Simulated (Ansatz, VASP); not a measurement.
## Hg in VASP and in Ansatz

```
Hg
1.0
     3.15389    0.00000    0.00000
    -1.57694    2.73135    0.00000
     0.00000    0.00000    4.95475
Hg
2
Direct
  0.66667 0.33333 0.75000
  0.33333 0.66667 0.25000
```

Alike in both runs: task single point; functional PBEsol; dispersion D3(BJ); k mesh 18 × 18 × 10; occupations gaussian, width 0.15 eV; no spin polarisation.

```csv
,VASP,Ansatz
version,VASP 6.6.1,Ansatz 0.2.0
potentials or method,"VASP PAW PBE potentials, release 64 (Hg), cutoff 520 eV","scalar-relativistic, plane waves, PAW"
valence electrons in the cell,24,40
```

```csv
,VASP,Ansatz,Ansatz less VASP
gap on the k mesh at the Fermi level (eV),none,none,-
pressure (GPa),2.0,1.3,-0.62
"traceless stress, the component that is largest in VASP (GPa)",0.22,0.18,-0.045
```

VASP's potentials were made for PBE, not for PBEsol. A gap of «none» marks a metal or a gap that the smearing closes. VASP's potentials hold 24 valence electrons a cell and Ansatz's 40, so a difference there can come from the potentials and not from the codes.

Neither program's run includes spin-orbit coupling.
